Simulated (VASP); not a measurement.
# Y (Im-3m) in VASP: further runs

Runs on Y. Level: PBE. Tasks: single point.

Everything below comes from runs of VASP 6.6.1. Logs are shortened: lines on timing, memory, paths and dates and some standing lists are left out, and cuts for length are marked.

## 1. The cell of the first run

Symmetry: Im-3m, No. 229, cubic system. Conventional cell: a = 4.046 Å, b = 4.046 Å, c = 4.046 Å, α = 90.00°, β = 90.00°, γ = 90.00°. Y (site symmetry m-3m) has 14 Y at 3.50 to 4.05 Å within 4.6 Å.

This isn't the form of Y at room conditions, which is hcp.

## 2. Single point, PBE, non-collinear spin, zero start, spin-orbit coupling

Contents of INCAR:

```
SYSTEM = Y
  PREC = Accurate
  ENCUT = 520
  EDIFF = 1E-6
  ISMEAR = -1
  SIGMA = 0.1
  LREAL = .FALSE.
  LASPH = .TRUE.
  NELM = 150
  ALGO = Normal
  ISIF = 2
  LWAVE = .FALSE.
  LCHARG = .FALSE.
  MAGMOM = 0 0 0
  LORBIT = 11
  LSORBIT = .TRUE.
  GGA_COMPAT = .FALSE.
  LORBMOM = .TRUE.
  LMAXMIX = 4
  GGA = PE
  NBANDS = 22
```

Contents of KPOINTS:

```
regular mesh
0
G
  11 11 11
  0 0 0
```

Contents of POSCAR:

```
Y
1.0
   -2.0227532140      2.0227532140      2.0227532140
    2.0227532140     -2.0227532140      2.0227532140
    2.0227532140      2.0227532140     -2.0227532140
Y
1
Direct
    0.0000000000      0.0000000000      0.0000000000
```

Potentials or basis: VASP PAW PBE potentials, release 64 (Y_sv).

On the command line:

```
> cat potpaw_PBE.64/Y_sv/POTCAR > POTCAR
> mpirun -np 1 vasp_ncl > vasp.out
```

OUTCAR:

```text
SYSTEM = Y
   PREC = Accurate
   ENCUT = 520
   EDIFF = 1E-6
   ISMEAR = -1
   LREAL = .FALSE.
   LASPH = .TRUE.
   NELM = 150
   ISIF = 2
   LORBIT = 11
   LSORBIT = .TRUE.
   GGA = PE

 ion  position               nearest neighbor table
   1  0.000  0.000  0.000-

  LATTYP: Found a body centered cubic cell.
 ALAT       =     4.0455064280

  Lattice vectors:

 A1 = (  -2.0227532140,   2.0227532140,   2.0227532140)
 A2 = (   2.0227532140,  -2.0227532140,   2.0227532140)
 A3 = (   2.0227532140,   2.0227532140,  -2.0227532140)

Analysis of symmetry for initial positions (statically):
=====================================================================
 Subroutine PRICEL returns:
 Original cell was already a primitive cell.

 Routine SETGRP: Setting up the symmetry group for a
 body centered cubic supercell.

 Subroutine GETGRP returns: Found 48 space group operations
 (whereof 48 operations were pure point group operations)
 out of a pool of 48 trial point group operations.

The static configuration has the point symmetry O_h .

Analysis of symmetry for dynamics (positions and initial velocities):
=====================================================================
 Subroutine PRICEL returns:
 Original cell was already a primitive cell.

 Routine SETGRP: Setting up the symmetry group for a
 body centered cubic supercell.

 Subroutine GETGRP returns: Found 48 space group operations
 (whereof 48 operations were pure point group operations)
 out of a pool of 48 trial point group operations.

The dynamic configuration has the point symmetry O_h .

Analysis of structural, dynamic, and magnetic symmetry:
=====================================================================
 Subroutine PRICEL returns:
 Original cell was already a primitive cell.

 Routine SETGRP: Setting up the symmetry group for a
 body centered cubic supercell.

 Subroutine GETGRP returns: Found 48 space group operations
 (whereof 48 operations were pure point group operations)
 out of a pool of 48 trial point group operations.

The overall configuration has the point symmetry O_h .

 Subroutine INISYM returns: Found 48 space group operations
 (whereof 48 operations are pure point group operations),
 and found     1 'primitive' translations

----------------------------------------------------------------------------------------

                                     Primitive cell

  volume of cell :      33.1046

  direct lattice vectors                    reciprocal lattice vectors
    -2.022753214  2.022753214  2.022753214     0.000000000  0.247187841  0.247187841
     2.022753214 -2.022753214  2.022753214     0.247187841  0.000000000  0.247187841
     2.022753214  2.022753214 -2.022753214     0.247187841  0.247187841  0.000000000

  length of vectors
     3.503511338  3.503511338  3.503511338     0.349576397  0.349576397  0.349576397

  position of ions in fractional coordinates (direct lattice)
     0.000000000  0.000000000  0.000000000

  ion indices of the primitive-cell ions
   primitive index   ion index
                 1           1

----------------------------------------------------------------------------------------

 KPOINTS: regular mesh

Automatic generation of k-mesh.
 Grid dimensions read from file:
 generate k-points for:   11   11   11

 Generating k-lattice:

  Cartesian coordinates                     Fractional coordinates (reciprocal lattice)
     0.000000000  0.022471622  0.022471622     0.090909091  0.000000000  0.000000000
     0.022471622  0.000000000  0.022471622     0.000000000  0.090909091  0.000000000
     0.022471622  0.022471622  0.000000000     0.000000000  0.000000000  0.090909091

  Length of vectors
[... 55 lines left out ...]
   EDIFF  = 0.1E-05   stopping-criterion for ELM
   LREAL  =      F    real-space projection
   EDIFFG = 0.1E-04   stopping-criterion for IOM
   NSW    =      0    number of steps for IOM
   IBRION =     -1    ionic relax: 0-MD 1-quasi-New 2-CG
   NFREE  =      0    steps in history (QN), initial steepest desc. (CG)
   ISIF   =      2    stress and relaxation
   ISYM   =      2    0-nonsym 1-usesym 2-fastsym
   POTIM  = 0.5000    time-step for ionic-motion
   TEBEG  =    0.0;   TEEND  =   0.0 temperature during run
   PSTRESS=    0.0 pullay stress
   NELECT =      11.0000    total number of electrons
   NUPDOWN=      -1.0000    fix difference up-down
   EMIN   =  10.00;   EMAX   =-10.00  energy-range for DOS
   EFERMI =   0.00;   METHOD = LEGACY
   ISMEAR =    -1;   SIGMA  =   0.10  broadening in eV -4-tet -1-fermi 0-gaus
   EFERMI_NEDOS =   21; number of points for ismear=-14 and -15
   IALGO  =     38    algorithm
   IMIX   =      4    mixing-type and parameters
     AMIX     =   0.40;   BMIX     =  1.00
     AMIX_MAG =   1.60;   BMIX_MAG =  1.00
  volume/ion in A,a.u.               =      33.10       223.40
  Fermi-wavevector in a.u.,A,eV,Ry     =   1.133904  2.142767 17.493521  1.285738
  Thomas-Fermi vector in A             =   2.270607
   LORBIT       =     11    0 simple, 1 ext, 2 COOP (PROOUT), +10 PAW based schemes
   GGA     = PE    functional components
   LHFCALC =     F    Hartree Fock is set to
   AEXX    =    0.0000 exact exchange contribution
   IVDW    =     0    specifies the selected vdW correction
   LEPSILON=     F    determine dielectric tensor
   LRPA    =     F    only Hartree local field effects (RPA)
  energy-cutoff  :      520.00
  volume of cell :       33.10
 maximum number of plane-waves:      1870
 NGX is ok and might be reduce to    28
   NGX = 13   NGY = 13   NGZ = 13

 number of electron      11.0000000 magnetization       0.0000000      0.0000000      0.0000000

 number of electron      11.0000000 magnetization      -0.0000000     -0.0000000     -0.0000000

 number of electron      11.0000000 magnetization       0.0000000     -0.0000000      0.0000000

 number of electron      11.0000000 magnetization      -0.0000000      0.0000000     -0.0000000

 Free energy of the ion-electron system (eV)
  ---------------------------------------------------
  ext. energy  EPLUGINS =         0.00000000
  ---------------------------------------------------
  free energy    TOTEN  =        -6.39984544 eV

  energy without entropy =       -6.31942087  energy(sigma->0) =       -6.35963316

 E-fermi :   3.0929     XC(G=0):  -9.3997

 val. band max:        3.0872631625   @ k =   0.3636   0.2727   0.0000
 cond. band min:       3.0938020638   @ k =  -0.2727   0.3636   0.1818
 fundamental gap:      0.0065389013
 Fermi energy:         3.0928939005

 k-point     1 :       0.0000    0.0000    0.0000
  band No.  band energies     occupation
      1     -39.7778      1.00000
      2     -39.7778      1.00000
      3     -20.4495      1.00000
      4     -20.4495      1.00000
      5     -19.0059      1.00000
      6     -19.0059      1.00000
[... 589 lines left out ...]
     21       9.9651      0.00000
     22       9.9651      0.00000

 [... further k-points ...]

------------------------ aborting loop because EDIFF is reached ----------------------------------------

  FORCE on cell =-STRESS in cart. coord.  units (eV):
  Direction    XX          YY          ZZ          XY          YZ          ZX
  --------------------------------------------------------------------------------------
  -------------------------------------------------------------------------------------
  Total       -0.0313281     -0.0313281     -0.0313281      0.0000000     -0.0000000      0.0000000
  in kB       -1.5161987     -1.5161987     -1.5161987      0.0000000     -0.0000000      0.0000000
  external PRESSURE =      -1.5161987 kB  Pullay stress =       0.0000000 kB

 VOLUME and BASIS-vectors are now :
 -----------------------------------------------------------------------------
  energy-cutoff  :      520.00
  volume of cell :       33.10
      direct lattice vectors                 reciprocal lattice vectors
    -2.022753214  2.022753214  2.022753214     0.000000000  0.247187841  0.247187841
     2.022753214 -2.022753214  2.022753214     0.247187841  0.000000000  0.247187841
     2.022753214  2.022753214 -2.022753214     0.247187841  0.247187841  0.000000000

 POSITION                                       TOTAL-FORCE (eV/Angst)
 -----------------------------------------------------------------------------------
      0.00000      0.00000      0.00000         0.000000     -0.000000      0.000000
 -----------------------------------------------------------------------------------
    total drift:                                0.000000      0.000000      0.000000

  FREE ENERGIE OF THE ION-ELECTRON SYSTEM (eV)
  ---------------------------------------------------
  free  energy   TOTEN  =        -6.3998454449 eV

  energy  without entropy=       -6.3194208692  energy(sigma->0) =       -6.35963316

 orbital moment (x)

 # of ion     p       d       f       tot
 ------------------------------------------------
  1         0.000  -0.000  -0.000  -0.000
 ------------------------------------------------
            0.000  -0.000  -0.000  -0.000

 orbital moment (y)

 # of ion     p       d       f       tot
 ------------------------------------------------
  1         0.000  -0.000   0.000  -0.000
 ------------------------------------------------
            0.000  -0.000   0.000  -0.000

 orbital moment (z)

 # of ion     p       d       f       tot
 ------------------------------------------------
  1         0.000   0.000   0.000   0.000
 ------------------------------------------------
            0.000   0.000   0.000   0.000

 Spin-Orbit-Coupling matrix elements

 Ion:    1  E_soc:     -0.0987187
 l=   1
     0.0000000    -0.0163129    -0.0163129
    -0.0163129     0.0000000    -0.0163129
    -0.0163129    -0.0163129     0.0000000
 l=   2
     0.0000000     0.0000170     0.0000000     0.0000170    -0.0001572
     0.0000170     0.0000000    -0.0001179     0.0000170    -0.0000393
     0.0000000    -0.0001179     0.0000000    -0.0001179     0.0000000
     0.0000170     0.0000170    -0.0001179     0.0000000    -0.0000393
    -0.0001572    -0.0000393     0.0000000    -0.0000393     0.0000000
 l=   3
     0.0000000     0.0000000     0.0000000     0.0000000     0.0000000     0.0000000     0.0000000
     0.0000000     0.0000000     0.0000000     0.0000000     0.0000000     0.0000000     0.0000000
     0.0000000     0.0000000     0.0000000     0.0000000     0.0000000    -0.0000000     0.0000000
     0.0000000     0.0000000     0.0000000     0.0000000     0.0000000     0.0000000     0.0000000
     0.0000000     0.0000000     0.0000000     0.0000000     0.0000000    -0.0000000     0.0000000
     0.0000000     0.0000000    -0.0000000     0.0000000    -0.0000000     0.0000000     0.0000000
     0.0000000     0.0000000     0.0000000     0.0000000     0.0000000     0.0000000     0.0000000

 total charge

# of ion       s       p       d       f       tot
--------------------------------------------------
    1        2.273   6.236   0.905   0.007   9.420

 magnetization (x)

# of ion       s       p       d       f       tot
--------------------------------------------------
    1        0.000   0.000  -0.000  -0.000  -0.000

 magnetization (y)

# of ion       s       p       d       f       tot
--------------------------------------------------
    1        0.000  -0.000   0.000   0.000   0.000

 magnetization (z)

# of ion       s       p       d       f       tot
--------------------------------------------------
    1       -0.000   0.000  -0.000  -0.000  -0.000
```

Wall time 51 s (1 thread of AMD EPYC 9R45 (Zen 5), shared host); peak memory 0.26 GiB.

What came out:

- Free energy: -6.3998 eV
- Pressure: -0.2 GPa
- Net moment: 0.00 μB per cell
- Valence electrons inside the program's atomic spheres: Y 9.42

Moments on the atoms (μB; x, y, z):
```
Y   0.00 0.00 0.00
```

## 3. Single point, PBE, collinear spin (33.01 Å³/atom)

This run uses another cell than the first one, of 33.01 Å³/atom.

Contents of INCAR:

```
SYSTEM = Y
PREC = Accurate
ENCUT = 520
EDIFF = 1E-6
ISMEAR = -1
SIGMA = 0.05
LREAL = .FALSE.
LASPH = .TRUE.
NELM = 150
ALGO = Normal
ISIF = 2
LWAVE = .FALSE.
LCHARG = .FALSE.
ISPIN = 2
MAGMOM = 1
LORBIT = 11
LMAXMIX = 4
GGA = PE
NBANDS = 16
```

Contents of KPOINTS:

```
regular mesh
0
G
  18 18 18
  0 0 0
```

Contents of POSCAR:

```
Y
1.0
   -2.0208580385      2.0208580385      2.0208580385
    2.0208580385     -2.0208580385      2.0208580385
    2.0208580385      2.0208580385     -2.0208580385
Y
1
Direct
    0.0000000000      0.0000000000      0.0000000000
```

Potentials or basis: VASP PAW PBE potentials, release 64 (Y_sv).

On the command line:

```
> cat potpaw_PBE.64/Y_sv/POTCAR > POTCAR
> mpirun -np 1 vasp_std > vasp.out
```

OUTCAR:

```text
SYSTEM = Y
   PREC = Accurate
   ENCUT = 520
   EDIFF = 1E-6
   ISMEAR = -1
   LREAL = .FALSE.
   LASPH = .TRUE.
   NELM = 150
   ISIF = 2
   ISPIN = 2
   LORBIT = 11
   GGA = PE

 ion  position               nearest neighbor table
   1  0.000  0.000  0.000-

  LATTYP: Found a body centered cubic cell.
 ALAT       =     4.0417160770

  Lattice vectors:

 A1 = (  -2.0208580385,   2.0208580385,   2.0208580385)
 A2 = (   2.0208580385,  -2.0208580385,   2.0208580385)
 A3 = (   2.0208580385,   2.0208580385,  -2.0208580385)

Analysis of symmetry for initial positions (statically):
[... 1117 lines left out ...]
  -------------------------------------------------------------------------------------
  Total       -0.0221516     -0.0221516     -0.0221516      0.0000000      0.0000000      0.0000000
  in kB       -1.0750990     -1.0750990     -1.0750990      0.0000000      0.0000000      0.0000000
  external PRESSURE =      -1.0750990 kB  Pullay stress =       0.0000000 kB

 VOLUME and BASIS-vectors are now :
 -----------------------------------------------------------------------------
  energy-cutoff  :      520.00
  volume of cell :       33.01
      direct lattice vectors                 reciprocal lattice vectors
    -2.020858039  2.020858039  2.020858039     0.000000000  0.247419656  0.247419656
     2.020858039 -2.020858039  2.020858039     0.247419656  0.000000000  0.247419656
     2.020858039  2.020858039 -2.020858039     0.247419656  0.247419656  0.000000000

 POSITION                                       TOTAL-FORCE (eV/Angst)
 -----------------------------------------------------------------------------------
      0.00000      0.00000      0.00000         0.000000      0.000000      0.000000
 -----------------------------------------------------------------------------------
    total drift:                               -0.000000     -0.000000     -0.000000

  FREE ENERGIE OF THE ION-ELECTRON SYSTEM (eV)
  ---------------------------------------------------
  free  energy   TOTEN  =        -6.3188396384 eV

  energy  without entropy=       -6.2968661561  energy(sigma->0) =       -6.30785290

 total charge

# of ion       s       p       d       f       tot
--------------------------------------------------
    1        2.273   6.228   0.905   0.007   9.413

 magnetization (x)

# of ion       s       p       d       f       tot
--------------------------------------------------
    1       -0.000   0.000   0.000   0.000   0.000
```

OSZICAR:

```text
N       E                     dE             d eps       ncg     rms          rms(c)
DAV:   1     0.300856677776E+02    0.30086E+02   -0.54809E+03 12504   0.652E+02
DAV:   2    -0.515890626270E+01   -0.35245E+02   -0.33958E+02 16656   0.150E+02
DAV:   3    -0.640656378569E+01   -0.12477E+01   -0.12371E+01 15592   0.187E+01
DAV:   4    -0.642645988552E+01   -0.19896E-01   -0.19891E-01 15608   0.224E+00
[... 12 lines left out ...]
DAV:  17    -0.631880826166E+01   -0.33127E-04   -0.33834E-05 15144   0.304E-02    0.521E-02
DAV:  18    -0.631883410986E+01   -0.25848E-04   -0.46153E-05 15104   0.322E-02    0.219E-02
DAV:  19    -0.631883609648E+01   -0.19866E-05   -0.26438E-06 16440   0.924E-03    0.137E-02
DAV:  20    -0.631883950306E+01   -0.34066E-05   -0.12589E-05 14088   0.177E-02    0.153E-03
DAV:  21    -0.631883963837E+01   -0.13531E-06   -0.71887E-07 13792   0.476E-03
   1 F= -.63188396E+01 E0= -.63078529E+01  d E =-.219735E-01  mag=    -0.0006
```

Run time: 2 min. Hardware: 1 thread of Intel Xeon 6975P-C (Granite Rapids), shared host; peak memory 0.31 GiB.

What came out:

```yaml
Free_energy: -6.3188 eV
Pressure: -0.1 GPa
Net_moment: 0.00 μB per cell
Valence_electrons_inside_the_program's_atomic_spheres: Y 9.41
```

## 4. Single point, PBE, collinear spin (34.33 Å³/atom)

This run uses another cell than the first one, of 34.33 Å³/atom.

Contents of INCAR:

```
SYSTEM = Y
  PREC = Accurate
  ENCUT = 520
  EDIFF = 1E-6
  ISMEAR = -1
  SIGMA = 0.05
  LREAL = .False.
  LASPH = .True.
  NELM = 150
  ALGO = Normal
  ISIF = 2
  LWAVE = .False.
  LCHARG = .False.
  ISPIN = 2
  MAGMOM = 1
  LORBIT = 11
  LMAXMIX = 4
  GGA = PE
  NBANDS = 16
```

Contents of KPOINTS:

```
Automatic mesh
0
Gamma
  18 18 18
  0 0 0
```

Contents of POSCAR:

```
Y
1.0
   -2.0474513255      2.0474513255      2.0474513255
    2.0474513255     -2.0474513255      2.0474513255
    2.0474513255      2.0474513255     -2.0474513255
Y
1
Direct
    0.0000000000      0.0000000000      0.0000000000
```

On the command line:

```
> cat potpaw_PBE.64/Y_sv/POTCAR > POTCAR
> mpirun -np 1 vasp_std > vasp.out
```

It took 2.1 min on 1 thread of Intel Xeon 6975P-C (Granite Rapids), shared host; peak memory 0.31 GiB.

It converged, with:

| Quantity | Value |
| --- | --- |
| Free energy | -6.3121 eV |
| Pressure | -1.5 GPa |
| Net moment | 0.00 μB per cell |
| Valence electrons inside the program's atomic spheres | Y 9.36 |

Levels at points of the mesh, in eV from the Fermi level:
Spin up:
```tsv
k point	band 3	band 4	band 5	band 6	band 7	band 8
(0.00, 0.00, 0.00)	-22.70	-22.70	-4.74	1.61	1.61	1.61
(0.50, 0.00, 0.00)	-22.86	-22.71	-1.93	0.20	0.62	3.35
(0.50, 0.50, 0.50)	-23.03	-23.03	-1.35	-1.35	5.02	5.02
```
Spin down:
```
           k point  band 3  band 4  band 5  band 6  band 7  band 8
(0.00, 0.00, 0.00)  -22.70  -22.70   -4.74    1.61    1.61    1.61
(0.50, 0.00, 0.00)  -22.86  -22.71   -1.93    0.20    0.62    3.35
(0.50, 0.50, 0.50)  -23.03  -23.03   -1.36   -1.36    5.02    5.02
```

## 5. Summary

| spin | cell | k mesh | smearing | gap on the mesh (eV) | pressure (GPa) | moment (μB) |
| --- | --- | --- | --- | --- | --- | --- |
| non-collinear, zero start, SOC | a = 3.504 Å, angles 109.5°, 1 atom | 11 × 11 × 11 | fermi-dirac 0.1 eV | - | -0.2 | 0.00 |
| collinear | a = 3.500 Å, angles 109.5°, 1 atom | 18 × 18 × 18 | fermi-dirac 0.05 eV | none | -0.1 | 0.00 |
| collinear | a = 3.546 Å, angles 109.5°, 1 atom | 18 × 18 × 18 | fermi-dirac 0.05 eV | none | -1.5 | 0.00 |

Alike in all rows: task single point; level PBE; potentials or basis VASP PAW PBE potentials, release 64 (Y_sv); cutoff (eV) 520.

Absolute energies hang on the potentials; compare differences alone.
